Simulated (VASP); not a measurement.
A run of VASP 6.6.1:

The input INCAR:

```
SYSTEM = Al3Cu2
  PREC = Accurate
  ENCUT = 520
  EDIFF = 1E-7
  ISMEAR = 0
  SIGMA = 0.15
  LREAL = .FALSE.
  LASPH = .TRUE.
  NELM = 100
  ALGO = Fast
  ISIF = 2
  LWAVE = .FALSE.
  LCHARG = .FALSE.
  GGA = PS
  NBANDS = 24
```

KPOINTS

```
Automatic mesh
0
G
  12 12 10
  0 0 0
```

Contents of POSCAR:

```
Al3Cu2
1.0
    4.0985856014      0.0000000000      0.0000000000
   -2.0492928007      3.5494792504      0.0000000000
    0.0000000000      0.0000000000      4.9821008425
Al Cu
3 2
Direct
    0.0000000000      0.0000000000      0.0000000000
    0.3417852774      0.6835705547      0.3515059809
    0.6666666667      0.3333333333      0.6484940191
    0.3333333333      0.6666666667      0.8422899817
    0.6666666667      0.3333333333      0.1577100183
```

Potentials or basis: VASP PAW PBE potentials, release 64 (Al, Cu).

Run with:

```sh
$ cat potpaw_PBE.64/Al/POTCAR potpaw_PBE.64/Cu/POTCAR > POTCAR
$ mpirun -np 1 vasp_std > vasp.out
```

Hardware: 1 thread of Intel(R) Xeon(R) Platinum 8488C (Sapphire Rapids), on a shared host.

Task: How long does it take, and how much memory?

Result: Run time: 12 min on 1 thread of Intel(R) Xeon(R) Platinum 8488C (Sapphire Rapids) (shared host), peak memory 0.64 GiB. Counts: scf iterations 23, k points 398.
